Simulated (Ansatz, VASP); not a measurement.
**Ta in VASP and in Ansatz**

Contents of INCAR:

```
SYSTEM = Ta
  PREC = Accurate
  ENCUT = 520
  EDIFF = 1E-6
  ISMEAR = -1
  SIGMA = 0.1
  LREAL = .False.
  LASPH = .True.
  NELM = 80
  ALGO = Normal
  ISIF = 2
  LWAVE = .False.
  LCHARG = .True.
  GGA = PE
  LELF = .True.
  LVHAR = .True.
  NBANDS = 12
```

KPOINTS

```
regular mesh
0
Gamma
  14 14 14
  0 0 0
```

The input POSCAR:

```
Ta
1.0
   -1.6512800000      1.6512800000      1.6512800000
    1.6512800000     -1.6512800000      1.6512800000
    1.6512800000      1.6512800000     -1.6512800000
Ta
1
Direct
    0.0000000000      0.0000000000      0.0000000000
```

Input for Ansatz:

```yaml
crystal:
  lattice:
    - [-1.65128, 1.65128, 1.65128]
    - [1.65128, -1.65128, 1.65128]
    - [1.65128, 1.65128, -1.65128]
  atoms:
    - { symbol: Ta, position: [0.0, 0.0, 0.0] }
basis:
  ecutwfc: 450.0
kpoints:
  mp_grid:
    grid: [14, 14, 14]
hamiltonian:
  xc: pbe
scf:
  occupations:
    method: fermi_dirac
    width: 0.1
output:
  stress: true
```

Alike in both runs: task single point; functional PBE; k mesh 14 × 14 × 14; occupations fermi-dirac, width 0.1 eV; no spin polarisation.

|  | VASP | Ansatz |
| --- | --- | --- |
| version | VASP 6.6.1 | Ansatz 0.2.0 |
| potentials or method | VASP PAW PBE potentials, release 64 (Ta_pv), cutoff 520 eV | plane waves, PAW |
| valence electrons in the cell | 11 | 13 |

|  | VASP | Ansatz | Ansatz less VASP |
| --- | --- | --- | --- |
| pressure (GPa) | 3.3 | 3.1 | -0.12 |

VASP's potentials hold 11 valence electrons a cell and Ansatz's 13, so a difference there can come from the potentials and not from the codes.

Neither program's run includes spin-orbit coupling.
